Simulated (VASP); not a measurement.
# GaN (P6_3mc) in VASP: single point with LDA

Aim: the single point of GaN with LDA.

All numbers are computed with VASP 6.6.1; they aren't measurements. Logs are shortened: lines on timing, memory, paths and dates and some standing lists are left out, and cuts for length are marked.

### Step 1. The cell of the first run

Symmetry: P6_3mc, No. 186, hexagonal system. Conventional cell: a = 3.152 Å, b = 3.152 Å, c = 5.138 Å, α = 90.00°, β = 90.00°, γ = 120.00°. Within 2.6 Å of Ga (site symmetry 3m) lie 4 N at 1.93 Å. N (site symmetry 3m) has 4 Ga at 1.93 Å within 2.6 Å.

### Step 2. Single point, LDA

INCAR

```
ALGO     = Normal         # electronic algorithm
EDIFF    = 1E-6           # SCF threshold, eV
ENCUT    = 910            # plane-wave cutoff, eV
GGA      = CA             # functional
GGA_COMPAT= F            
ISIF     = 2              # what is computed and relaxed
ISMEAR   = -1             # smearing method
LASPH    = T              # aspherical terms in the spheres
LCHARG   = T              # write CHGCAR
LELF     = T              # ELF
LREAL    = F              # projectors in reciprocal space
LVHAR    = T            
LWAVE    = F              # write WAVECAR
NBANDS   = 26             # bands
NELM     = 120            # most SCF steps
PREC     = Accurate       # precision mode
SIGMA    = 0.1            # smearing width, eV
```

KPOINTS

```
k-points
0
Gamma
  14 14 8
```

POSCAR

```
GaN
1.0
    3.1518145761      0.0000000000      0.0000000000
   -1.5759072881      2.7295514910      0.0000000000
    0.0000000000      0.0000000000      5.1383977944
Ga N
2 2
Direct
    0.3333333333      0.6666666667     -0.0007042242
    0.6666666667      0.3333333333      0.4992957758
    0.3333333333      0.6666666667      0.3757042242
    0.6666666667      0.3333333333      0.8757042242
```

Potentials or basis: VASP PAW LDA potentials, release 64 (Ga_d, N_h).

Command:

```
> cat potpaw_LDA.64/Ga_d/POTCAR potpaw_LDA.64/N_h/POTCAR > POTCAR
> mpirun -np 1 vasp_std > vasp.out
```

OUTCAR:

```text
EDIFF = 1E-6
   ENCUT = 910
   GGA = CA
   ISIF = 2
   ISMEAR = -1
   LASPH = T
   LREAL = F
   NELM = 120
   PREC = Accurate

 ion  position               nearest neighbor table
   1  0.333  0.667  0.999-   4 1.93   4 1.93   4 1.93   3 1.93
   2  0.667  0.333  0.499-   3 1.93   3 1.93   3 1.93   4 1.93
   3  0.333  0.667  0.376-   2 1.93   2 1.93   2 1.93   1 1.93
   4  0.667  0.333  0.876-   1 1.93   1 1.93   1 1.93   2 1.93

  LATTYP: Found a hexagonal cell.
 ALAT       =     3.1518145761
 C/A-ratio  =     1.6302982521

  Lattice vectors:

 A1 = (   3.1518145761,   0.0000000000,   0.0000000000)
 A2 = (  -1.5759072881,   2.7295514910,   0.0000000000)
 A3 = (   0.0000000000,   0.0000000000,   5.1383977944)

Analysis of symmetry for initial positions (statically):
=====================================================================
 Subroutine PRICEL returns:
 Original cell was already a primitive cell.

 Routine SETGRP: Setting up the symmetry group for a
 hexagonal supercell.

 Subroutine GETGRP returns: Found 12 space group operations
 (whereof  6 operations were pure point group operations)
 out of a pool of 24 trial point group operations.

The static configuration has the point symmetry C_3v.
 The point group associated with its full space group is C_6v.

Analysis of symmetry for dynamics (positions and initial velocities):
=====================================================================
 Subroutine PRICEL returns:
 Original cell was already a primitive cell.

 Routine SETGRP: Setting up the symmetry group for a
 hexagonal supercell.

 Subroutine GETGRP returns: Found 12 space group operations
 (whereof  6 operations were pure point group operations)
 out of a pool of 24 trial point group operations.

The dynamic configuration has the point symmetry C_3v.
 The point group associated with its full space group is C_6v.

 Subroutine INISYM returns: Found 12 space group operations
 (whereof  6 operations are pure point group operations),
 and found     1 'primitive' translations

----------------------------------------------------------------------------------------

                                     Primitive cell

  volume of cell :      44.2058

  direct lattice vectors                    reciprocal lattice vectors
     3.151814576  0.000000000  0.000000000     0.317277548  0.183180278  0.000000000
    -1.575907288  2.729551491  0.000000000     0.000000000  0.366360555  0.000000000
     0.000000000  0.000000000  5.138397794     0.000000000  0.000000000  0.194613193
[... 88 lines left out ...]
   EDIFF  = 0.1E-05   stopping-criterion for ELM
   LREAL  =      F    real-space projection
   EDIFFG = 0.1E-04   stopping-criterion for IOM
   NSW    =      0    number of steps for IOM
   IBRION =     -1    ionic relax: 0-MD 1-quasi-New 2-CG
   NFREE  =      0    steps in history (QN), initial steepest desc. (CG)
   ISIF   =      2    stress and relaxation
   ISYM   =      2    0-nonsym 1-usesym 2-fastsym
   POTIM  = 0.5000    time-step for ionic-motion
   TEBEG  =    0.0;   TEEND  =   0.0 temperature during run
   PSTRESS=    0.0 pullay stress
   NELECT =      36.0000    total number of electrons
   NUPDOWN=      -1.0000    fix difference up-down
   EMIN   =  10.00;   EMAX   =-10.00  energy-range for DOS
   EFERMI =   0.00;   METHOD = LEGACY
   ISMEAR =    -1;   SIGMA  =   0.10  broadening in eV -4-tet -1-fermi 0-gaus
   EFERMI_NEDOS =   21; number of points for ismear=-14 and -15
   IALGO  =     38    algorithm
   IMIX   =      4    mixing-type and parameters
     AMIX     =   0.40;   BMIX     =  1.00
     AMIX_MAG =   1.60;   BMIX_MAG =  1.00
  volume/ion in A,a.u.               =      11.05        74.58
  Fermi-wavevector in a.u.,A,eV,Ry     =   1.528794  2.889003 31.799708  2.337213
  Thomas-Fermi vector in A             =   2.636504
   LORBIT       =      0    0 simple, 1 ext, 2 COOP (PROOUT), +10 PAW based schemes
   GGA     = CA    functional components
   LHFCALC =     F    Hartree Fock is set to
   AEXX    =    0.0000 exact exchange contribution
   IVDW    =     0    specifies the selected vdW correction
   LEPSILON=     F    determine dielectric tensor
   LRPA    =     F    only Hartree local field effects (RPA)
 non-spin polarized calculation
  energy-cutoff  :      910.00
  volume of cell :       44.21
 maximum number of plane-waves:      2786
 NGX is ok and might be reduce to    32
   NGX = 15   NGY = 15   NGZ = 25

 number of electron      35.9999996 magnetization

 Free energy of the ion-electron system (eV)
  ---------------------------------------------------
  ext. energy  EPLUGINS =         0.00000000
  ---------------------------------------------------
  free energy    TOTEN  =       -27.91487362 eV

  energy without entropy =      -27.91487322  energy(sigma->0) =      -27.91487342

 E-fermi :   6.9935     XC(G=0): -12.3139

 val. band max:        5.7595286055   @ k =   0.0000   0.0000   0.0000
 cond. band min:       7.9065696045   @ k =   0.0000   0.0000   0.0000
 fundamental gap:      2.1470409991
 Fermi energy:         6.9934665214

 k-point     1 :       0.0000    0.0000    0.0000
  band No.  band energies     occupation
      1     -10.3822      2.00000
      2      -9.4013      2.00000
      3      -7.8281      2.00000
      4      -7.8107      2.00000
      5      -7.8107      2.00000
      6      -7.7436      2.00000
[... 685 lines left out ...]
     25      18.3825      0.00000
     26      18.5279      0.00000

 [... further k-points ...]

------------------------ aborting loop because EDIFF is reached ----------------------------------------

  FORCE on cell =-STRESS in cart. coord.  units (eV):
  Direction    XX          YY          ZZ          XY          YZ          ZX
  --------------------------------------------------------------------------------------
  -------------------------------------------------------------------------------------
  Total        0.3034048      0.3034048      0.3027794     -0.0000000      0.0000000      0.0000000
  in kB       10.9964710     10.9964710     10.9738053     -0.0000000      0.0000000      0.0000000
  external PRESSURE =      10.9889158 kB  Pullay stress =       0.0000000 kB

 VOLUME and BASIS-vectors are now :
 -----------------------------------------------------------------------------
  energy-cutoff  :      910.00
  volume of cell :       44.21
      direct lattice vectors                 reciprocal lattice vectors
     3.151814576  0.000000000  0.000000000     0.317277548  0.183180278  0.000000000
    -1.575907288  2.729551491  0.000000000     0.000000000  0.366360555  0.000000000
     0.000000000  0.000000000  5.138397794     0.000000000  0.000000000  0.194613193

 POSITION                                       TOTAL-FORCE (eV/Angst)
 -----------------------------------------------------------------------------------
     -0.00000      1.81970      5.13478        -0.000000      0.000000      0.001143
      1.57591      0.90985      2.56558         0.000000     -0.000000      0.001143
     -0.00000      1.81970      1.93052        -0.000000     -0.000000     -0.001143
      1.57591      0.90985      4.49972         0.000000      0.000000     -0.001143
 -----------------------------------------------------------------------------------
    total drift:                               -0.000000     -0.000000      0.000081

  FREE ENERGIE OF THE ION-ELECTRON SYSTEM (eV)
  ---------------------------------------------------
  free  energy   TOTEN  =       -27.9148736185 eV

  energy  without entropy=      -27.9148732200  energy(sigma->0) =      -27.91487342
```

stdout:

```text
POSCAR found type information on POSCAR GaN
 POSCAR found :  2 types and       4 ions
 scaLAPACK will be used
 LDA part: xc-table for (Slater(with rela. corr.)+CA(PZ))
 , standard interpolation
 POSCAR, INCAR and KPOINTS ok, starting setup
 FFT: planning ... GRIDC
 FFT: planning ... GRID_SOFT
 FFT: planning ... GRID
 WAVECAR not read
 entering main loop
```

Run time: 2.1 min. Hardware: 1 thread of Intel Xeon 6975P-C (Granite Rapids), shared host; peak memory 0.37 GiB.

Results:

| Property | Result |
| --- | --- |
| Free energy | -27.9149 eV |
| Pressure | 1.1 GPa |
| Band gap on the k mesh | 2.15 eV |

Caveat: the cutoff is under 1.25 times the usual one of these potentials, so pressure, stress and relaxed cells hold a basis-set (Pulay) error. A k mesh can miss the band edges.
